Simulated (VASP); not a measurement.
Runs of VASP 6.6.1 on WC. The structure is that of space group F-43m (No. 216), or close to it. The cells are those of the table. 

```tsv
task	level	potentials or basis	spin	cell	k mesh	cutoff (eV)	second run	gap on the mesh (eV)	pressure (GPa)	moment (μB)
single point	PBE	VASP PAW PBE potentials, release 64 (W_sv, C)	off	a = 3.324 Å, angles 60.0°, 2 atoms	8 × 8 × 8	520	-	none	0.3	-
relaxation of cell and atoms	PBE	VASP PAW PBE potentials, release 64 (W_sv, C)	off	relaxed from a = 3.383 Å, angles 60.0°, 2 atoms	8 × 8 × 8	600	-	none	-0.5	-
single point	r2SCAN	VASP PAW PBE potentials, release 64 (W_sv, C_h)	off	a = 3.322 Å, angles 60.0°, 2 atoms	16 × 16 × 16	910	hard_potentials	none	(a)	-
single point	PBE	VASP PAW PBE potentials, release 64 (W_sv, C)	collinear, ferromagnetic start	a = 3.383 Å, angles 60.0°, 2 atoms	6 × 6 × 6	520	-	none	-12.0	0.00
single point	r2SCAN	VASP PAW PBE potentials, release 64 (W_sv, C)	off	a = 3.322 Å, angles 60.0°, 2 atoms	16 × 16 × 16	520	-	none	-2.3	-
single point	r2SCAN	VASP PAW PBE potentials, release 64 (W_sv, C)	collinear, ferromagnetic start	a = 3.322 Å, angles 60.0°, 2 atoms	16 × 16 × 16	520	-	none	-2.3	0.00
```

Alike in all rows: smearing gaussian 0.1 eV.

Task: Estimate the missing entries.

Result: (a) -2.5.

Caveats: some runs use coarse meshes; spin-orbit coupling is left out, which moves the levels of the heavy elements; the PAW data sets were made with another functional, which shifts forces and pressure a little (some runs); the cutoff is under 1.25 times the usual one of these potentials, so pressure, stress and relaxed cells hold a basis-set (Pulay) error (some runs).

A k mesh can miss the band edges, and the runs leave out spin-orbit coupling on W.

A gap of «none» marks levels without a gap at the run's occupations.
